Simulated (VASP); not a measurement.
A run of VASP 6.6.1:

The input INCAR:

```
SYSTEM = Al
ALGO = Normal
EDIFF = 1E-6
ENCUT = 500
GGA = PS
GGA_COMPAT = .FALSE.
ISIF = 2
ISMEAR = 0
LASPH = .TRUE.
LCHARG = .FALSE.
LREAL = .FALSE.
LWAVE = .FALSE.
NBANDS = 8
NELM = 120
PREC = Accurate
SIGMA = 0.1
```

File KPOINTS:

```
k-points
0
G
  19 19 19
  0 0 0
```

POSCAR

```
Al
1.0
    0.0000000000      2.0077983082      2.0077983082
    2.0077983082      0.0000000000      2.0077983082
    2.0077983082      2.0077983082      0.0000000000
Al
1
Direct
    0.0000000000      0.0000000000      0.0000000000
```

Potentials or basis: VASP PAW PBE potentials, release 64 (Al).

The run is started by

```sh
$ cat potpaw_PBE.64/Al/POTCAR > POTCAR
$ mpirun -np 1 vasp_std > vasp.out
```

Hardware: 1 thread of Intel(R) Xeon(R) Platinum 8259CL CPU @ 2.50GHz (Skylake/Cascade Lake), with other jobs on the host.

Question: Estimate the wall time of this run.

Answer: Run time: 12 s on 1 thread of Intel(R) Xeon(R) Platinum 8259CL CPU @ 2.50GHz (Skylake/Cascade Lake), with other jobs on the host, peak memory 0.15 GiB. Counts: scf iterations 9, k points 220.
